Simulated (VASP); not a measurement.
Crystal: KBr.

```
CELL_PARAMETERS angstrom
0.00000 3.34343 3.34343
3.34343 0.00000 3.34343
3.34343 3.34343 0.00000
ATOMIC_POSITIONS crystal
Br 0.50000 0.50000 0.50000
K 0.00000 0.00000 0.00000
```

Base run:

* Program: VASP 6.6.1
* Functional: BLYP
* Potentials or basis: VASP PAW PBE potentials, release 64 (Br, K_sv)
* Cutoff: 520 eV
* k mesh: 7 × 7 × 7
* Occupations: fermi-dirac, width 0.05 eV
* Spin: no spin polarisation

Its results: band gap on the k mesh 4.34 eV, direct; pressure 0.8 GPa.

The run is repeated on the same cell with these changes: functional from BLYP to PBEsol. What comes out?

Band gap on the k mesh 4.19 eV, direct; pressure -0.8 GPa.

PBEsol binds more tightly than BLYP, so the same cell stands under less pressure.

Caveats: the PAW data sets were made with another functional, which shifts forces and pressure a little.

A k mesh can miss the band edges.
